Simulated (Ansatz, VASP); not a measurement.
CaB6 in VASP and in Ansatz

```
CELL_PARAMETERS angstrom
4.14773 0.00000 0.00000
0.00000 4.14773 0.00000
0.00000 0.00000 4.14773
ATOMIC_POSITIONS crystal
Ca 0.50000 0.50000 0.50000
B 0.00000 0.00000 0.29821
B 0.00000 0.00000 0.70179
B 0.29821 0.00000 0.00000
B 0.70179 0.00000 0.00000
B 0.00000 0.29821 0.00000
B 0.00000 0.70179 0.00000
```

Alike in both runs: functional PBE; k mesh 8 × 8 × 8; occupations gaussian, width 0.01 eV; no spin polarisation.

Ansatz relaxed the structure, and its values are those at the end. VASP's run is a single point on that final structure, the one shown.

|  | VASP | Ansatz |
| --- | --- | --- |
| version | VASP 6.6.1 | Ansatz 0.2.0 |
| potentials or method | VASP PAW PBE potentials, release 64 (Ca_sv, B), cutoff 520 eV | scalar-relativistic, plane waves, PAW |
| valence electrons in the cell | 28 | 28 |

```csv
,VASP,Ansatz,Ansatz less VASP
gap on the k mesh at the Fermi level (eV),0.07,0.07,0.000
least direct gap on the mesh (eV),0.14,0.14,-0.002
pressure (GPa),0.1,0.0,-0.12
rms of the force components (eV/Å),0.009,0.000,-0.0085
```
